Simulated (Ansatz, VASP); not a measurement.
**Co: VASP beside Ansatz**

```
CELL_PARAMETERS angstrom
2.42791 0.00000 0.00000
-1.21396 2.10263 0.00000
0.00000 0.00000 7.85180
ATOMIC_POSITIONS crystal
Co 0.00000 0.00000 0.00000
Co 0.00000 0.00000 0.50000
Co 0.33333 0.66667 0.25000
Co 0.66667 0.33333 0.75000
```

Alike in both runs: task single point; functional BLYP; k mesh 16 × 16 × 5; occupations fermi-dirac, width 0.05 eV; collinear spin.

|  | VASP | Ansatz |
| --- | --- | --- |
| version | VASP 6.6.1 | Ansatz 0.2.0 |
| potentials or method | VASP PAW PBE potentials, release 64 (Co), cutoff 520 eV | plane waves (420 eV) with PAW, scalar-relativistic |
| valence electrons in the cell | 36 | 68 |

```csv
,VASP,Ansatz,Ansatz less VASP
net moment per atom (μB),1.54,1.55,+0.007
size of the moment on the site where the two differ most (μB),1.55,1.61,+0.064
```

VASP's potentials were made for PBE, not for BLYP. Site moments also hang on the region over which each program counts them. The functional is the same, so the differences come from potentials, cutoffs and numerics. VASP's potentials hold 36 valence electrons a cell and Ansatz's 68, so a difference there can come from the potentials and not from the codes.
